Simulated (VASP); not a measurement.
Crystal: KF.

```
CELL_PARAMETERS angstrom
0.00000 2.65441 2.65441
2.65441 0.00000 2.65441
2.65441 2.65441 0.00000
ATOMIC_POSITIONS crystal
K 0.00000 0.00000 0.00000
F 0.50000 0.50000 0.50000
```

Base run:

- Program: VASP 6.6.1
- Functional: BLYP
- Potentials or basis: VASP PAW PBE potentials, release 64 (K_sv, F)
- Cutoff: 600 eV
- k mesh: 6 × 6 × 6
- Occupations: gaussian, width 0.1 eV
- Spin: no spin polarisation

Its results: band gap on the k mesh 6.32 eV; pressure 3.0 GPa.

Task: After a change of settings the same cell gave: band gap on the k mesh 6.51 eV; pressure 1.7 GPa. Which change was it?
A. functional from BLYP to PBE; hubbard terms from none to F p U = 2.6 eV
B. functional from BLYP to PBE; occupations from gaussian, width 0.1 eV to gaussian, width 0.01 eV
C. functional from BLYP to RPBE; occupations from gaussian, width 0.1 eV to fermi-dirac, width 0.25852 eV

Result: A.

Caveats: the PAW data sets were made with another functional, which shifts forces and pressure a little (at least some runs).
